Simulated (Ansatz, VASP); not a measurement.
This is a calculation of Co for Ansatz 0.2.0.

Contents of input.yaml:

```yaml
crystal:
  lattice:
    - [2.503072901, 0.0, 0.0]
    - [-1.2515364506, 2.1677247198, 0.0]
    - [0.0, 0.0, 8.1946701348]
  atoms:
    - { symbol: Co, position: [0.6666666667, 0.3333333333, 0.75], spin: 2.0 }
    - { symbol: Co, position: [0.0, 0.0, 0.5], spin: 2.0 }
    - { symbol: Co, position: [0.3333333333, 0.6666666667, 0.25], spin: 2.0 }
    - { symbol: Co, position: [0.0, 0.0, 0.0], spin: 2.0 }
hamiltonian:
  xc: rpbe
  pseudopotentials: { kind: paw }
  dispersion: d3bj
magnetization:
  spin_polarized: true
kpoints:
  mp_grid: { grid: [12, 12, 4] }
scf:
  occupations: { method: fermi_dirac, width: 0.05 }
output:
  forces: true
  stress: true
  eigenvalues: true
```

Potentials or basis: Ansatz PAW.

Launch:

```sh
$ ansatz run input.yaml --threads 2 --pin off --max-ram 5120MiB --backend cpu --events-out ev --progress --plain --runs-dir out
```

Task: Set up the same calculation for VASP 6.6.1. Potentials there: VASP PAW PBE potentials, release 64 (Co_sv).

Result: As run (the cutoff follows the program's own potentials):

Contents of INCAR:

```
ALGO = Normal
EDIFF = 1E-6
ENCUT = 690
GGA = RP
GGA_COMPAT = False
ISIF = 2
ISMEAR = -1
ISPIN = 2
IVDW = 12
LASPH = True
LCHARG = False
LMAXMIX = 4
LORBIT = 11
LREAL = False
LWAVE = False
MAGMOM = 2 2 2 2
NBANDS = 46
NELM = 200
PREC = Accurate
SIGMA = 0.05
```

File KPOINTS:

```
k-points
0
Gamma
  12 12 4
```

The input POSCAR:

```
Co
1.0
    2.5030729010      0.0000000000      0.0000000000
   -1.2515364506      2.1677247198      0.0000000000
    0.0000000000      0.0000000000      8.1946701348
Co
4
Direct
    0.6666666667      0.3333333333      0.7500000000
    0.0000000000      0.0000000000      0.5000000000
    0.3333333333      0.6666666667      0.2500000000
    0.0000000000      0.0000000000      0.0000000000
```

Potentials or basis: VASP PAW PBE potentials, release 64 (Co_sv).

Command:

```bash
$ cat potpaw_PBE.64/Co_sv/POTCAR > POTCAR
$ mpirun -np 1 vasp_std > vasp.out
```

Both were run:

|  | VASP | Ansatz | Ansatz less VASP |
| --- | --- | --- | --- |
| gap on the k mesh at the Fermi level (eV) | none | none | - |
| net moment per atom (μB) | 1.70 | 1.70 | 0.000 |
| size of the moment on the site where the two differ most (μB) | 1.76 | 1.77 | +0.006 |

VASP's potentials were made for PBE, not for RPBE. Site moments also hang on the region over which each program counts them. A gap of «none» marks a metal or a gap that the smearing closes.
